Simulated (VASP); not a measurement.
LaB6:

```
La B
1.0
     4.15700    0.00000    0.00000
     0.00000    4.15700    0.00000
     0.00000    0.00000    4.15700
La B
1 6
Direct
  0.00000 0.00000 0.00000
  0.19750 0.50000 0.50000
  0.50000 0.19750 0.50000
  0.80250 0.50000 0.50000
  0.53608 0.76642 0.53608
  0.50000 0.50000 0.19750
  0.50000 0.50000 0.80250
```

| Quantity | Value |
| --- | --- |
| Program | VASP 6.6.1 |
| Task | relaxation of the atoms |
| Functional | PBE |
| Dispersion | D3(BJ) |
| Potentials or basis | VASP PAW PBE potentials, release 64 (La, B) |
| Cutoff | 520 eV |
| k mesh | 4 × 4 × 4 |
| Occupations | fermi-dirac, width 0.1 eV |
| Spin | no spin polarisation |

At the start: pressure -0.8 GPa; volume 10.26 Å³/atom.

**Question.** Where does the relaxation end?

**Answer.** Over 18 steps the energy falls by 104.6 meV/atom; space group Pm-3m (No. 221, to 0.05 Å).

The path:
| step | energy change (eV) | largest force (eV/Å) | pressure (GPa) |
| --- | --- | --- | --- |
| 1 | 0.0000 | 6.8655 | -0.76 |
| 2 | 0.2519 | 8.7432 | -2.31 |
| 3 | -0.6235 | 1.3148 | -4.42 |
| 4 | -0.6670 | 1.2724 | -3.13 |
| 5 | -0.6912 | 0.6673 | -3.78 |
| 6 | -0.7263 | 0.3133 | -4.00 |
| 7 | -0.7270 | 0.3643 | -4.02 |
| 8 | -0.7300 | 0.2949 | -4.18 |
| 9 | -0.7305 | 0.1571 | -4.14 |
| 10 | -0.7315 | 0.0743 | -4.06 |
| 11 | -0.7315 | 0.0652 | -4.06 |
| 12 | -0.7319 | 0.0418 | -4.10 |
| 13 | -0.7319 | 0.0397 | -4.10 |
| 14 | -0.7320 | 0.0222 | -4.10 |
| 15 | -0.7320 | 0.0281 | -4.10 |
| 16 | -0.7321 | 0.0173 | -4.09 |
| 17 | -0.7321 | 0.0165 | -4.09 |
| 18 | -0.7321 | 0.0094 | -4.10 |

Final structure:
```
CELL_PARAMETERS angstrom
4.15700 0.00000 0.00000
0.00000 4.15700 0.00000
0.00000 0.00000 4.15700
ATOMIC_POSITIONS crystal
La 0.00512 0.99490 0.00512
B 0.20485 0.49491 0.50522
B 0.50511 0.19457 0.50511
B 0.80546 0.49478 0.50519
B 0.50513 0.79507 0.50513
B 0.50522 0.49491 0.20485
B 0.50519 0.49478 0.80546
```

Caveat: the k points lie up to 0.38 Å⁻¹ apart; pairwise dispersion overbinds metals, which lowers pressure and volume.
